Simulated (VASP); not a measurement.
A run of VASP 6.6.1 is set up as follows.

File INCAR:

```
SYSTEM = GaN
PREC = Accurate
ENCUT = 600
EDIFF = 1E-6
ISMEAR = -1
SIGMA = 0.02
LREAL = .False.
LASPH = .True.
NELM = 120
ALGO = Normal
ISIF = 2
LWAVE = .False.
LCHARG = .False.
GGA = PE
NBANDS = 16
GGA_COMPAT = .False.
```

File KPOINTS:

```
regular mesh
0
Gamma
  7 7 7
  0 0 0
```

The input POSCAR:

```
GaN
1.0
    0.0150233400      2.2610126700      2.2610126700
    2.2610126700      0.0150233400      2.2610126700
    2.2610126700      2.2610126700      0.0150233400
Ga N
1 1
Direct
    0.0000000000      0.0000000000      0.0000000000
    0.7500000000      0.7500000000      0.7500000000
```

Potentials or basis: VASP PAW PBE potentials, release 64 (Ga_d, N).

The run is started by

```bash
$ cat potpaw_PBE.64/Ga_d/POTCAR potpaw_PBE.64/N/POTCAR > POTCAR
$ mpirun -np 1 vasp_std > vasp.out
```

What does it give for the pressure?

5.0 GPa.

Estimate the band gap on the k mesh.

1.71 eV, direct.

What does it give for the largest force?

0.093 eV/Å.

Stress tensor (GPa, compression positive):
```
 4.96 -1.26 -1.26
-1.26  4.96 -1.26
-1.26 -1.26  4.96
```

PBE gaps usually lie below the measured ones, often by a third to a half.
